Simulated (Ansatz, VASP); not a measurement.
# One calculation of H, two programs

```
H
1.0
     3.82545    0.00000    0.00000
     0.00000    3.82545    0.00000
     0.00000    0.00000    3.62334
H
4
Direct
  0.92981 0.92981 0.50000
  0.07019 0.07019 0.50000
  0.57019 0.42981 0.00000
  0.42981 0.57019 0.00000
```

Change from the starting cell: the structure that the rattled fcc type (Fm-3m, No. 225) fell into.

Alike in both runs: functional PBEsol; k mesh 6 × 6 × 6; occupations gaussian, width 0.02 eV; no spin polarisation.

Ansatz relaxed the structure, and its values are those at the end. VASP's run is a single point on that final structure, the one shown.

|  | VASP | Ansatz |
| --- | --- | --- |
| version | VASP 6.6.1 | Ansatz 0.2.0 |
| potentials or method | VASP PAW PBE potentials, release 64 (H), cutoff 520 eV | scalar-relativistic, plane waves, PAW |
| valence electrons in the cell | 4 | 4 |

Ansatz gave:

```
gap on the k mesh at the Fermi level (eV) : 8.65
least direct gap on the mesh (eV)         : 9.36
pressure (GPa)                            : 0.0
rms of the force components (eV/Å)        : 0.001
```

Problem. What did VASP give for the same quantities?

Solution. gap on the k mesh at the Fermi level (eV): 8.65; least direct gap on the mesh (eV): 9.36; pressure (GPa): -0.1; rms of the force components (eV/Å): 0.003.

VASP's potentials were made for PBE, not for PBEsol.
